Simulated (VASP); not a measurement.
# Sb (Im-3m) in VASP: further runs, part 2 of 2

VASP 6.6.1. Earlier steps stand in the parts before.

### Step 3. Relaxation of cell and atoms, PBE, target pressure 370 GPa, at which the enthalpy is minimised

File INCAR:

```
ALGO = Normal
EDIFF = 1E-6
EDIFFG = -0.005
ENCUT = 600
GGA = PE
IBRION = 2
ISIF = 3
ISMEAR = -1
LASPH = True
LCHARG = False
LREAL = False
LWAVE = False
NELM = 60
NSW = 32
PREC = Accurate
PSTRESS = 3700.0
SIGMA = 0.1
```

File KPOINTS:

```
k-points
0
Gamma
  19 19 19
```

File POSCAR:

```
Sb
1.0
   -1.4253407118      1.4253407118      1.4253407118
    1.4253407118     -1.4253407118      1.4253407118
    1.4253407118      1.4253407118     -1.4253407118
Sb
1
Direct
    0.0000000000      0.0000000000      0.0000000000
```

Potentials or basis: VASP PAW PBE potentials, release 64 (Sb).

The run is started by

```
> cat potpaw_PBE.64/Sb/POTCAR > POTCAR
> mpirun -np 1 vasp_std > vasp.out
```

OUTCAR:

```text
EDIFF = 1E-6
   EDIFFG = -0.005
   ENCUT = 600
   GGA = PE
   IBRION = 2
   ISIF = 3
   ISMEAR = -1
   LASPH = True
   LREAL = False
   NELM = 60
   NSW = 32
   PREC = Accurate
   PSTRESS = 3700.0

 ion  position               nearest neighbor table
   1  0.000  0.000  0.000-

  LATTYP: Found a body centered cubic cell.
 ALAT       =     2.8506814236

  Lattice vectors:

 A1 = (  -1.4253407118,   1.4253407118,   1.4253407118)
 A2 = (   1.4253407118,  -1.4253407118,   1.4253407118)
 A3 = (   1.4253407118,   1.4253407118,  -1.4253407118)

Analysis of symmetry for initial positions (statically):
=====================================================================
 Subroutine PRICEL returns:
 Original cell was already a primitive cell.

 Routine SETGRP: Setting up the symmetry group for a
 body centered cubic supercell.

 Subroutine GETGRP returns: Found 48 space group operations
 (whereof 48 operations were pure point group operations)
 out of a pool of 48 trial point group operations.

The static configuration has the point symmetry O_h .

Analysis of symmetry for dynamics (positions and initial velocities):
=====================================================================
 Subroutine PRICEL returns:
 Original cell was already a primitive cell.

 Routine SETGRP: Setting up the symmetry group for a
 body centered cubic supercell.

 Subroutine GETGRP returns: Found 48 space group operations
 (whereof 48 operations were pure point group operations)
 out of a pool of 48 trial point group operations.

The dynamic configuration has the point symmetry O_h .

 Subroutine INISYM returns: Found 48 space group operations
 (whereof 48 operations are pure point group operations),
 and found     1 'primitive' translations

----------------------------------------------------------------------------------------

                                     Primitive cell

  volume of cell :      11.5829

  direct lattice vectors                    reciprocal lattice vectors
    -1.425340712  1.425340712  1.425340712     0.000000000  0.350793320  0.350793320
     1.425340712 -1.425340712  1.425340712     0.350793320  0.000000000  0.350793320
     1.425340712  1.425340712 -1.425340712     0.350793320  0.350793320  0.000000000

  length of vectors
     2.468762531  2.468762531  2.468762531     0.496096670  0.496096670  0.496096670

  position of ions in fractional coordinates (direct lattice)
     0.000000000  0.000000000  0.000000000

  ion indices of the primitive-cell ions
   primitive index   ion index
                 1           1

----------------------------------------------------------------------------------------

 KPOINTS: k-points

Automatic generation of k-mesh.
 Grid dimensions read from file:
 generate k-points for:   19   19   19

 Generating k-lattice:

  Cartesian coordinates                     Fractional coordinates (reciprocal lattice)
     0.000000000  0.018462806  0.018462806     0.052631579  0.000000000  0.000000000
     0.018462806  0.000000000  0.018462806     0.000000000  0.052631579  0.000000000
     0.018462806  0.018462806  0.000000000     0.000000000  0.000000000  0.052631579

  Length of vectors
     0.026110351  0.026110351  0.026110351

  Shift w.r.t. Gamma in fractional coordinates (k-lattice)
     0.000000000  0.000000000  0.000000000

 Subroutine IBZKPT returns following result:
 ===========================================

 Found    220 irreducible k-points:

 Following reciprocal coordinates:
            Coordinates               Weight
  0.000000  0.000000  0.000000      1.000000
  0.052632  0.000000  0.000000     12.000000
  0.105263  0.000000  0.000000     12.000000
  0.157895  0.000000  0.000000     12.000000
  0.210526  0.000000  0.000000     12.000000
  0.263158  0.000000  0.000000     12.000000
[... 16 lines left out ...]
  0.263158  0.105263 -0.000000     48.000000
  0.315789  0.105263  0.000000     48.000000
 [... further k-points ...]
   k-points           NKPTS =    220   k-points in BZ     NKDIM =    220   number of bands    NBANDS=      6
   number of dos      NEDOS =    301   number of ions     NIONS =      1
   total plane-waves  NPLWV =   8000
   dimension x,y,z NGX =    20 NGY =   20 NGZ =   20
   dimension x,y,z NGXF=    40 NGYF=   40 NGZF=   40
   ions per type =               1
   NGX,Y,Z   is equivalent  to a cutoff of  13.47, 13.47, 13.47 a.u.
   NGXF,Y,Z  is equivalent  to a cutoff of  26.94, 26.94, 26.94 a.u.
 SYSTEM =  unknown system
   PREC   = accura    normal or accurate (medium, high low for compatibility)
   ISTART =      0    job   : 0-new  1-cont  2-samecut
   ICHARG =      2    charge: 1-file 2-atom 10-const
   ISPIN  =      1    spin polarized calculation?
   LNONCOLLINEAR =      F non collinear calculations
   LSORBIT =      F    spin-orbit coupling
   LASPH  =      T    aspherical Exc in radial PAW
   ENCUT  =  600.0 eV  44.10 Ry    6.64 a.u.   4.93  4.93  4.93*2*pi/ulx,y,z
   NELM   =     60;   NELMIN=  2; NELMDL= -5     # of ELM steps
   EDIFF  = 0.1E-05   stopping-criterion for ELM
   LREAL  =      F    real-space projection
   EDIFFG = -.5E-02   stopping-criterion for IOM
   NSW    =     32    number of steps for IOM
   IBRION =      2    ionic relax: 0-MD 1-quasi-New 2-CG
   NFREE  =      1    steps in history (QN), initial steepest desc. (CG)
   ISIF   =      3    stress and relaxation
   ISYM   =      2    0-nonsym 1-usesym 2-fastsym
   POTIM  = 0.5000    time-step for ionic-motion
   TEBEG  =    0.0;   TEEND  =   0.0 temperature during run
   PSTRESS= 3700.0 pullay stress
   NELECT =       5.0000    total number of electrons
   NUPDOWN=      -1.0000    fix difference up-down
   EMIN   =  10.00;   EMAX   =-10.00  energy-range for DOS
   EFERMI =   0.00;   METHOD = LEGACY
   ISMEAR =    -1;   SIGMA  =   0.10  broadening in eV -4-tet -1-fermi 0-gaus
   EFERMI_NEDOS =   21; number of points for ismear=-14 and -15
   IALGO  =     38    algorithm
   IMIX   =      4    mixing-type and parameters
     AMIX     =   0.40;   BMIX     =  1.00
     AMIX_MAG =   1.60;   BMIX_MAG =  1.00
  volume/ion in A,a.u.               =      11.58        78.17
  Fermi-wavevector in a.u.,A,eV,Ry     =   1.237256  2.338074 20.827823  1.530802
  Thomas-Fermi vector in A             =   2.371830
   LORBIT       =      0    0 simple, 1 ext, 2 COOP (PROOUT), +10 PAW based schemes
   GGA     = PE    functional components
   LHFCALC =     F    Hartree Fock is set to
   AEXX    =    0.0000 exact exchange contribution
   IVDW    =     0    specifies the selected vdW correction
   LEPSILON=     F    determine dielectric tensor
   LRPA    =     F    only Hartree local field effects (RPA)
 conjugate gradient relaxation of ions
 non-spin polarized calculation
  energy-cutoff  :      600.00
  volume of cell :       11.58
 maximum number of plane-waves:       402
   NGX =  9   NGY =  9   NGZ =  9

--------------------------------------- Ionic step        1  -------------------------------------------

 number of electron       4.9999999 magnetization

 Free energy of the ion-electron system (eV)
  ---------------------------------------------------
  ext. energy  EPLUGINS =         0.00000000
  ---------------------------------------------------
  free energy    TOTEN  =         4.33017258 eV

  energy without entropy =        4.33854135  energy(sigma->0) =        4.33435697

------------------------ aborting loop because EDIFF is reached ----------------------------------------

  FORCE on cell =-STRESS in cart. coord.  units (eV):
  Direction    XX          YY          ZZ          XY          YZ          ZX
  --------------------------------------------------------------------------------------
  -------------------------------------------------------------------------------------
  Total       27.6230101     27.6230101     27.6230101      0.0000000      0.0000000     -0.0000000
  in kB     3820.8986965   3820.8986965   3820.8986965      0.0000000      0.0000000     -0.0000000
  external PRESSURE =     120.8986965 kB  Pullay stress =    3700.0000000 kB
[... 98 lines left out ...]
--------------------------------------- Ionic step        4  -------------------------------------------

 number of electron       4.9999999 magnetization

 Free energy of the ion-electron system (eV)
  ---------------------------------------------------
  ext. energy  EPLUGINS =         0.00000000
  ---------------------------------------------------
  free energy    TOTEN  =         4.08380647 eV

  energy without entropy =        4.09222613  energy(sigma->0) =        4.08801630

 E-fermi :  25.1279     XC(G=0): -14.2876

 val. band max:       25.1125478497   @ k =   0.3684   0.1053   0.1053
 cond. band min:      25.1292526828   @ k =  -0.2105   0.3158   0.0526
 fundamental gap:      0.0167048331
 Fermi energy:        25.1278994899

 k-point     1 :       0.0000    0.0000    0.0000
  band No.  band energies     occupation
      1       1.6511      2.00000
      2      35.3129      0.00000
      3      35.3129      0.00000
      4      35.3129      0.00000
      5      39.0574      0.00000
      6      39.0574      0.00000
[... 199 lines left out ...]
 k-point    24 :       0.3158    0.1053    0.0000
  band No.  band energies     occupation
      1       7.8101      2.00000
      2      19.1847      2.00000
      3      26.8249      0.00000
      4      29.8249      0.00000
      5      34.7760      0.00000
      6      38.1457      0.00000

 [... further k-points ...]
[... 5 lines left out ...]
  --------------------------------------------------------------------------------------
  -------------------------------------------------------------------------------------
  Total       26.9896736     26.9896736     26.9896736     -0.0000000      0.0000000      0.0000000
  in kB     3699.7568719   3699.7568719   3699.7568719     -0.0000000      0.0000000      0.0000000
  external PRESSURE =      -0.2431281 kB  Pullay stress =    3700.0000000 kB
[... 20 lines left out ...]
  energy  without entropy=        4.0922261309  energy(sigma->0) =        4.08801630

  enthalpy is  TOTEN    =        31.0752536416 eV   P V=       26.9914471743

 reached required accuracy - stopping structural energy minimisation
```

Wall time 44 s (1 thread of Intel Xeon Platinum 8375C at 2.90GHz (Ice Lake), shared host); peak memory 0.15 GiB.

Results:

| Property | Result |
| --- | --- |
| Free energy | 4.0838 eV |
| Relaxed volume | 11.69 Å³/atom |
| Relaxed cell | a = 2.476 Å, b = 2.476 Å, c = 2.476 Å, α = 109.47°, β = 109.47°, γ = 109.47° |
| Space group after relaxing (to 0.1 Å) | Im-3m (No. 229) |
| Energy change on relaxing (the run minimises the enthalpy) | -246.4 meV/atom |
| Ionic steps | 4 |
| Pressure after relaxing | 370.0 GPa |
| Band gap on the k mesh | zero (an odd number of electrons rules out a gap without spin polarisation) |

Step by step:
```
step  energy change (eV)  largest force (eV/Å)  pressure (GPa)  volume (Å³)
   1              0.0000                0.0000          382.09        11.58
   2             -2.9208                0.0000          242.61        13.11
   3             -0.2629                0.0000          369.18        11.70
   4             -0.2464                0.0000          369.98        11.69
```

Final structure:
```cif
data_structure
_symmetry_space_group_name_H-M 'P 1'
_symmetry_Int_Tables_number 1
_cell_length_a 2.4762
_cell_length_b 2.4762
_cell_length_c 2.4762
_cell_angle_alpha 109.471
_cell_angle_beta 109.471
_cell_angle_gamma 109.471
_cell_volume 11.69
loop_
_atom_site_label
_atom_site_type_symbol
_atom_site_fract_x
_atom_site_fract_y
_atom_site_fract_z
_atom_site_occupancy
Sb1 Sb 0.00000 0.00000 0.00000 1
```

Caveat: the cell is relaxed towards a set pressure, so the run minimises the enthalpy, not the energy; spin-orbit coupling is left out, which moves the levels of the heavy elements.
